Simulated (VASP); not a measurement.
The system is B4AsN3.

```
CELL_PARAMETERS angstrom
2.77751 0.00000 0.00000
0.00000 2.84018 3.99430
0.00000 -2.84018 3.99430
ATOMIC_POSITIONS crystal
N 0.00000 0.00314 0.00314
N 0.50000 0.00840 0.48661
N 0.50000 0.48661 0.00840
As 0.00000 0.50197 0.50197
B 0.50000 0.88119 0.88119
B 0.00000 0.91449 0.36035
B 0.00000 0.36035 0.91449
B 0.50000 0.34385 0.34385
```

Base run:

```yaml
Program: VASP 6.6.1
Functional: PBE
Potentials_or_basis: VASP PAW PBE potentials, release 64 (N, As, B)
Cutoff: 520 eV
k_mesh: 8 × 6 × 6
Occupations: fermi-dirac, width 0.02 eV
Spin: no spin polarisation
```

Its results: band gap on the k mesh zero (band 16 reaches 9.62 eV, above the bottom of band 17 at 9.39 eV); pressure 0.9 GPa; largest force 0.159 eV/Å.

Question: The run is repeated on the same cell with these changes: potentials or basis from VASP PAW PBE potentials, release 64 (N, As, B) to VASP PAW PBE potentials, release 64 (N, As_d, B); cutoff from 520 eV to 600 eV; further incar settings from ALGO = Normal; EDIFF = 1e-06; NBANDS = 26 to ALGO = Normal; EDIFF = 1e-06; NBANDS = 31; valence electrons from 32 to 42. What comes out?

Answer: Band gap on the k mesh zero (band 21 reaches 9.02 eV, above the bottom of band 22 at 8.81 eV); pressure -0.2 GPa; largest force 0.047 eV/Å.
